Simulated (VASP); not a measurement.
A run of VASP 6.6.1 is set up as follows.

File INCAR:

```
ALGO = Normal
EDIFF = 1E-6
EDIFFG = -0.002
ENCUT = 600
GGA = PS
IBRION = 2
ISIF = 3
ISMEAR = 0
LASPH = True
LCHARG = False
LREAL = False
LWAVE = False
NELM = 100
NSW = 100
PREC = Accurate
PSTRESS = 20.0
SIGMA = 0.01
```

The input KPOINTS:

```
k-points
0
Gamma
  6 6 6
```

The input POSCAR:

```
PbF2
1.0
    0.0000000000      2.9493366667      2.9493366667
    2.9493366667      0.0000000000      2.9493366667
    2.9493366667      2.9493366667      0.0000000000
Pb F
1 2
Direct
    0.0000000000      0.0000000000      0.0000000000
    0.2500000000      0.2500000000      0.2500000000
    0.7500000000      0.7500000000      0.7500000000
```

Potentials or basis: VASP PAW PBE potentials, release 64 (Pb_d, F).

Command:

```sh
$ cat potpaw_PBE.64/Pb_d/POTCAR potpaw_PBE.64/F/POTCAR > POTCAR
$ mpirun -np 1 vasp_std > vasp.out
```

Q: Predict the relaxed cell.

A: a = 4.133 Å, b = 4.133 Å, c = 4.133 Å, α = 60.00°, β = 60.00°, γ = 60.00°.

Q: Estimate the relaxed volume.

A: 16.64 Å³/atom.

Q: Predict the space group after relaxing (to 0.1 Å).

A: Fm-3m (No. 225).

Final structure:
```yaml
crystal:
  lattice:
    - [0.00000, 2.92229, 2.92229]
    - [2.92229, 0.00000, 2.92229]
    - [2.92229, 2.92229, 0.00000]
  atoms:
    - { symbol: Pb, position: [0.00000, 0.00000, 0.00000] }
    - { symbol: F, position: [0.25000, 0.25000, 0.25000] }
    - { symbol: F, position: [0.75000, 0.75000, 0.75000] }
```

Caveat: the cell is relaxed towards a set pressure, so the run minimises the enthalpy, not the energy; the PAW data sets were made with another functional, which shifts forces and pressure a little.
